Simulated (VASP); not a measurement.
Input of a VASP 6.6.1 run:

The input INCAR:

```
SYSTEM = ZrB2
PREC = Accurate
ENCUT = 520
EDIFF = 1E-6
ISMEAR = 1
SIGMA = 0.15
LREAL = .FALSE.
LASPH = .TRUE.
NELM = 100
ALGO = Normal
ISIF = 2
LWAVE = .FALSE.
LCHARG = .FALSE.
GGA = PS
NBANDS = 16
```

Contents of KPOINTS:

```
regular mesh
0
G
  10 10 8
  0 0 0
```

The input POSCAR:

```
ZrB2
1.0
    3.2321726471      0.0000000000      0.0000000000
   -1.6160863235      2.7991441010      0.0000000000
    0.0000000000      0.0000000000      3.6022921016
Zr B
1 2
Direct
    0.0000000000      0.0000000000      0.0000000000
    0.3333333333      0.6666666667      0.5000000000
    0.6666666667      0.3333333333      0.5000000000
```

Potentials or basis: VASP PAW PBE potentials, release 64 (Zr_sv, B).

Command:

```bash
$ cat potpaw_PBE.64/Zr_sv/POTCAR potpaw_PBE.64/B/POTCAR > POTCAR
$ mpirun -np 1 vasp_std > vasp.out
```

Predict the band gap on the k mesh.

zero (band 9 reaches 10.32 eV, above the bottom of band 10 at 9.58 eV).

Predict the pressure.

-16.0 GPa.

Stress tensor (GPa, compression positive):
```
-16.40   0.00   0.00
  0.00 -16.40   0.00
  0.00   0.00 -15.16
```

Caveat: the PAW data sets were made with another functional, which shifts forces and pressure a little.
